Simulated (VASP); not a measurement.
The system is ZnS (Wurtzite-2H).

```
Zn S
1.0
     3.88574    0.00000    0.00000
    -1.94287    3.36515    0.00000
     0.00000    0.00000    6.35627
Zn S
2 2
Direct
  0.66667 0.33333 0.50000
  0.33333 0.66667 0.00000
  0.66667 0.33333 0.88500
  0.33333 0.66667 0.38500
```

Program: VASP 6.6.1. Alike in all runs: task single point; no spin polarisation; cell as given; k mesh 8 × 8 × 5; cutoff (eV) 520; smearing fermi-dirac 0.05 eV.

Problem. Order these runs on this cell by their band gap on the k mesh, lowest first.
A. level RPBE+D4; potentials or basis VASP PAW PBE potentials, release 64 (Zn, S)
B. level LDA; potentials or basis VASP PAW LDA potentials, release 64 (Zn, S)
C. level BLYP+D3(BJ); potentials or basis VASP PAW PBE potentials, release 64 (Zn, S)

Solution. B (1.74 eV), C (1.97 eV), A (2.15 eV).
